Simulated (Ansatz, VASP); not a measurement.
One calculation of Ag, two programs

```
Ag
1.0
     0.00000    2.00139    2.00139
     2.00139    0.00000    2.00139
     2.00139    2.00139    0.00000
Ag
1
Direct
  0.00000 0.00000 0.00000
```

Change from the starting cell: volume scaled by 0.94, crystal datasets.

Alike in both runs: task electric field gradients; functional PBEsol; k mesh 15 × 15 × 15; occupations fermi-dirac, width 0.03 eV; no spin polarisation.

```csv
,VASP,Ansatz
version,VASP 6.6.1,Ansatz 0.2.0
potentials or method,"VASP PAW PBE potentials, release 64 (Ag), cutoff 520 eV","all-electron PAW with datasets made for the crystal, scalar-relativistic"
```

Ansatz gave:

```
pressure (GPa) : 4.9
```

Problem. Estimate VASP's values.

Solution. Pressure (GPa): 4.6.

VASP's potentials were made for PBE, not for PBEsol. Ansatz ran all-electron here, and VASP with PAW potentials.
